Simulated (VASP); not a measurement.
Runs of VASP 6.6.1 on GePt. The structure is that of space group P6/mmm (No. 191), or close to it. The cells are those of the table. 

| task | potentials or basis | cell | cutoff (eV) | second run | gap on the mesh (eV) | pressure (GPa) |
| --- | --- | --- | --- | --- | --- | --- |
| single point | VASP PAW PBE potentials, release 64 (Ge_d, Pt) | a = 2.792, b = 2.792, c = 5.086 Å, angles 90.0, 90.0, 120.0°, 2 atoms | 520 | - | none | 0.1 |
| relaxation of cell and atoms | VASP PAW PBE potentials, release 64 (Ge_d, Pt) | relaxed from a = 3.178, b = 3.178, c = 4.046 Å, angles 90.0, 90.0, 120.0°, 2 atoms | 600 | - | none | -0.2 |
| single point | VASP PAW PBE potentials, release 64 (Ge_d, Pt_sv_GW) | a = 2.792, b = 2.792, c = 5.086 Å, angles 90.0, 90.0, 120.0°, 2 atoms | 500 | valence_matched | none | -1.3 |
| single point | VASP PAW PBE potentials, release 64 (Ge_d, Pt) | a = 3.178, b = 3.178, c = 4.046 Å, angles 90.0, 90.0, 120.0°, 2 atoms | 520 | - | none | (a) |

Alike in all rows: level PBE; no spin polarisation; k mesh 6 × 6 × 4; smearing gaussian 0.1 eV.

Q: Estimate the missing entries.

A: (a) 59.1.

Caveats: all runs use coarse meshes; spin-orbit coupling is left out, which moves the levels of the heavy elements.

A k mesh can miss the band edges, and the runs leave out spin-orbit coupling on Ge, Pt.

A gap of «none» marks levels without a gap at the run's occupations.

The runs don't all hold the same shells in valence.
